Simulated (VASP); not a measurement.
Wanted: the native input for a VASP 6.6.1 run.

| Item | Value |
| --- | --- |
| Task | single point |
| Functional | LDA |
| Potentials or basis | VASP PAW LDA potentials, release 64 (Ta_sv_GW, N_h) |
| Cutoff | 1330 eV |
| k mesh | 18 × 18 × 18 |
| Occupations | gaussian, width 0.15 eV |
| Spin | no spin polarisation |
| Dipole correction | no |
| Further INCAR settings | ALGO = Normal; EDIFF = 1e-06; NBANDS = 16 |

The structure of TaN lies in POSCAR:

```
TaN
1.0
    0.0000000000      2.1918784864      2.1918784864
    2.1918784864      0.0000000000      2.1918784864
    2.1918784864      2.1918784864      0.0000000000
Ta N
1 1
Direct
    0.5000000000      0.5000000000      0.5000000000
    0.0000000000      0.0000000000      0.0000000000
```

One way to write it, as run:

INCAR

```
ALGO = Normal
EDIFF = 1E-6
ENCUT = 1330
GGA = CA
GGA_COMPAT = F
ISIF = 2
ISMEAR = 0
LASPH = T
LCHARG = F
LREAL = F
LWAVE = F
NBANDS = 16
NELM = 120
PREC = Accurate
SIGMA = 0.15
```

KPOINTS

```
k-points
0
Gamma
  18 18 18
```

Potentials or basis: VASP PAW LDA potentials, release 64 (Ta_sv_GW, N_h).

Launch:

```bash
$ cat potpaw_LDA.64/Ta_sv_GW/POTCAR potpaw_LDA.64/N_h/POTCAR > POTCAR
$ mpirun -np 1 vasp_std > vasp.out
```

Results of the run:

- Pressure: -7.6 GPa
- Band gap on the k mesh: zero (bands 9 and 10 overlap by 4.07 eV)

Caveat: the cell stands under tension; spin-orbit coupling is left out, which moves the levels of the heavy elements.

Run time: 2 min on 1 thread of Intel(R) Xeon(R) 6975P-C (Granite Rapids) (shared host), peak memory 0.45 GiB.
